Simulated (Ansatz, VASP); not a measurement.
O: VASP beside Ansatz

```
CELL_PARAMETERS angstrom
0.00000 2.08647 3.34485
1.46357 0.00000 3.34485
1.46357 2.08647 0.00000
ATOMIC_POSITIONS crystal
O 0.08710 0.08710 0.91290
O 0.91290 0.91290 0.08710
```

Change from the starting cell: x and y stretched by -1 %, z held.

Alike in both runs: task single point; functional PBE; k mesh 12 × 12 × 12; occupations fermi-dirac, width 0.03 eV; no spin polarisation.

|  | VASP | Ansatz |
| --- | --- | --- |
| version | VASP 6.6.1 | Ansatz 0.2.0 |
| potentials or method | VASP PAW PBE potentials, release 64 (O), cutoff 520 eV | all-electron LAPW, scalar-relativistic |

```tsv
	VASP	Ansatz	Ansatz less VASP
pressure (GPa)	19.2	13.9	-5.28
traceless stress, the component that is largest in VASP (GPa)	44.28	32.88	-11.405
rms of the force components (eV/Å)	3.300	2.202	-1.0977
```

Atom by atom the forces differ by 1.098 eV/Å (rms over components). Ansatz ran all-electron here, and VASP with PAW potentials.

Noted on VASP's run: the standard files for N, O and F lose accuracy on very short bonds; spin is off for a triplet molecule.
